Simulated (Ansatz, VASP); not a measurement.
**SiO2 in VASP and in Ansatz**

Contents of INCAR:

```
SYSTEM = SiO2
  ALGO = Normal
  EDIFF = 1E-7
  ENCUT = 520
  GGA = PE
  ISIF = 2
  ISMEAR = 0
  LASPH = .True.
  LCHARG = .False.
  LREAL = .False.
  LWAVE = .False.
  NBANDS = 25
  NELM = 100
  PREC = Accurate
  SIGMA = 0.05
```

Contents of KPOINTS:

```
k-points
0
Gamma
  6 6 8
  0 0 0
```

File POSCAR:

```
SiO2
1.0
    4.2358788266      0.0000000000      0.0000000000
    0.0000000000      4.2358788266      0.0000000000
    0.0000000000      0.0000000000      2.6897743046
Si O
2 4
Direct
    0.5000000000      0.5000000000      0.5000000000
    0.0000000000      0.0000000000      0.0000000000
    0.6650682551      0.7209573303      0.0000000000
    0.1650682551      0.7790426697      0.5000000000
    0.3349317449      0.2790426697      0.0000000000
    0.8349317449      0.2209573303      0.5000000000
```

Input for Ansatz:

```yaml
crystal:
  lattice:
    - [4.2358788266, 0.0, 0.0]
    - [0.0, 4.2358788266, 0.0]
    - [0.0, 0.0, 2.6897743046]
  atoms:
    - { symbol: Si, position: [0.5, 0.5, 0.5] }
    - { symbol: Si, position: [0.0, 0.0, 0.0] }
    - { symbol: O, position: [0.6650682551, 0.7209573303, 0.0] }
    - { symbol: O, position: [0.1650682551, 0.7790426697, 0.5] }
    - { symbol: O, position: [0.3349317449, 0.2790426697, 0.0] }
    - { symbol: O, position: [0.8349317449, 0.2209573303, 0.5] }
basis:
  ecutwfc: 520.0
kpoints:
  mp_grid: { grid: [6, 6, 8] }
hamiltonian:
  xc: pbe
  pseudopotentials: { kind: paw, azcp: { folder: soft_1 } }
scf:
  occupations: { method: gaussian, width: 0.05 }
output:
  forces: true
  stress: true
  eigenvalues: true
```

Change from the starting cell: mode 4 frozen in at -0.167 Å, normal strain along y +0.0000.

Alike in both runs: task single point; functional PBE; k mesh 6 × 6 × 8; occupations gaussian, width 0.05 eV; no spin polarisation.

|  | VASP | Ansatz |
| --- | --- | --- |
| version | VASP 6.6.1 | Ansatz 0.2.0 |
| potentials or method | VASP PAW PBE potentials, release 64 (Si, O), cutoff 520 eV | scalar-relativistic, plane waves, PAW |
| valence electrons in the cell | 32 | 32 |

Ansatz gave:

- gap on the k mesh at the Fermi level (eV): 5.16
- least direct gap on the mesh (eV): 5.16
- pressure (GPa): -2.1
- traceless stress, the component that is largest in VASP (GPa): -7.05
- rms of the force components (eV/Å): 0.288

**Question.** What did VASP give for the same quantities?

**Answer.** gap on the k mesh at the Fermi level (eV): 5.14; least direct gap on the mesh (eV): 5.14; pressure (GPa): -1.8; traceless stress, the component that is largest in VASP (GPa): -7.26; rms of the force components (eV/Å): 0.287.

Atom by atom the forces differ by 0.009 eV/Å (rms over components).
